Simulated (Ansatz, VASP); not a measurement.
## Two plane-wave programs on SiB4W

```
Si B W
1.0
     3.12867    0.00000    0.00000
    -1.56434    2.70951    0.00000
     0.00000    0.00000    6.36001
Si B W
1 4 1
Direct
  0.00000 0.00000 0.50000
  0.33333 0.66667 0.75959
  0.33333 0.66667 0.24041
  0.66667 0.33333 0.75959
  0.66667 0.33333 0.24041
  0.00000 0.00000 0.00000
```

Change from the starting cell: species swapped into the TiCrB4 type (P6/mmm, No. 191).

Alike in both runs: task single point; functional PBE; k mesh 6 × 6 × 4; occupations gaussian, width 0.1 eV; no spin polarisation.

|  | VASP | Ansatz |
| --- | --- | --- |
| version | VASP 6.6.1 | Ansatz 0.2.0 |
| potentials or method | VASP PAW PBE potentials, release 64 (Si, B, W_sv), cutoff 520 eV | scalar-relativistic, plane waves, PAW |
| valence electrons in the cell | 30 | 30 |

|  | VASP | Ansatz | Ansatz less VASP |
| --- | --- | --- | --- |
| gap on the k mesh at the Fermi level (eV) | none | none | - |
| pressure (GPa) | 1.4 | 1.1 | -0.28 |
| traceless stress, the component that is largest in VASP (GPa) | 31.36 | 31.38 | +0.020 |
| rms of the force components (eV/Å) | 0.288 | 0.281 | -0.0076 |

Atom by atom the forces differ by 0.008 eV/Å (rms over components). A gap of «none» marks a metal or a gap that the smearing closes. With one functional, cell and mesh, what is left measures potentials, basis and numerics.

The k mesh is coarse, so the values compare programs but aren't converged. Neither program's run includes spin-orbit coupling.
